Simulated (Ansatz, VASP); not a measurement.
**One calculation of Al3Pd, two programs**

File INCAR:

```
PREC = Accurate ; ENCUT = 520
EDIFF = 1E-6 ; ISMEAR = 0
SIGMA = 0.1 ; LREAL = False
LASPH = True ; NELM = 100
ALGO = Fast ; ISIF = 2
LWAVE = False ; LCHARG = False
GGA = PE ; NBANDS = 18
```

File KPOINTS:

```
regular mesh
0
Gamma
  2 2 2
```

Contents of POSCAR:

```
Al3Pd
1.0
    3.9469100000      0.0000000000      0.0000000000
    0.0000000000      3.9469100000      0.0000000000
    0.0000000000      0.0000000000      3.9469100000
Al Pd
3 1
Direct
    0.0000000000      0.5000000000      0.5000000000
    0.5000000000      0.0000000000      0.5000000000
    0.5000000000      0.5000000000      0.0000000000
    0.0000000000      0.0000000000      0.0000000000
```

Input for Ansatz:

```yaml
crystal:
  lattice:
    - [3.94691, 0.0, 0.0]
    - [0.0, 3.94691, 0.0]
    - [0.0, 0.0, 3.94691]
  atoms:
    - { symbol: Al, position: [0.0, 0.5, 0.5] }
    - { symbol: Al, position: [0.5, 0.0, 0.5] }
    - { symbol: Al, position: [0.5, 0.5, 0.0] }
    - { symbol: Pd, position: [0.0, 0.0, 0.0] }
basis:
  ecutwfc: 420
kpoints:
  mp_grid: { grid: [2, 2, 2] }
hamiltonian:
  xc: pbe
scf:
  occupations: { method: gaussian, width: 0.1 }
output:
  forces: true
  stress: true
  eigenvalues: true
```

Alike in both runs: task single point; functional PBE; k mesh 2 × 2 × 2; occupations gaussian, width 0.1 eV; no spin polarisation.

|  | VASP | Ansatz |
| --- | --- | --- |
| version | VASP 6.6.1 | Ansatz 0.2.0 |
| potentials or method | VASP PAW PBE potentials, release 64 (Al, Pd), cutoff 520 eV | scalar-relativistic, plane waves, PAW |
| valence electrons in the cell | 19 | 27 |

Ansatz gave:

```
gap on the k mesh at the Fermi level (eV) : none
pressure (GPa)                            : -1.0
```

Which values does VASP return?

gap on the k mesh at the Fermi level (eV): none; pressure (GPa): -1.1.

A gap of «none» marks a metal or a gap that the smearing closes. VASP's potentials hold 19 valence electrons a cell and Ansatz's 27, so a difference there can come from the potentials and not from the codes.

The k mesh is coarse, so the values compare programs but aren't converged.
